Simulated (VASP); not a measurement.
Ho4Pd, 5 atoms in the cell. Symmetry: Pm-3m, No. 221, cubic system. Conventional cell: a = 4.663 Å, b = 4.663 Å, c = 4.663 Å, α = 90.00°, β = 90.00°, γ = 90.00°. Within 3.1 Å of Ho (site symmetry 4/mmm) lie 2 Pd at 2.33 Å. Within 4.3 Å of Ho (site symmetry m-3m) lie 12 Ho at 3.30 Å and 8 Pd at 4.04 Å. Within 3.1 Å of Pd (site symmetry m-3m) lie 6 Ho at 2.33 Å. The cell was built from a structure type or drawn by symmetry, and may not be a known phase.

```yaml
Program: VASP 6.6.1
Task: relaxation of cell and atoms
Functional: PBE
Potentials_or_basis: VASP PAW PBE potentials, release 64 (Ho_3, Pd), 4f in core
Cutoff: 500 eV
k_mesh: 4 × 4 × 4
Occupations: gaussian, width 0.1 eV
Spin: no spin polarisation
Dipole_correction: no
Mended: yes
Further_INCAR_settings: ALGO = Normal; EDIFF = 1e-07; IBRION = 2; EDIFFG = -0.04; NSW = 90; ISIF = 3
```

Potentials or basis: VASP PAW PBE potentials, release 64 (Ho_3, Pd), 4f in core.

Launch:

```bash
$ cat potpaw_PBE.64/Ho_3/POTCAR potpaw_PBE.64/Pd/POTCAR > POTCAR
$ mpirun -np 1 vasp_std > vasp.out
```

Hardware: 1 thread of Intel(R) Xeon(R) Platinum 8375C CPU @ 2.90GHz (Ice Lake), with other jobs on the host.

Q: How long does it take, and how much memory?

A: It took 2.4 min on 1 thread of Intel(R) Xeon(R) Platinum 8375C CPU @ 2.90GHz (Ice Lake), with other jobs on the host, peak memory 0.22 GiB. Counts: scf iterations 86, k points 10, ion steps 5.
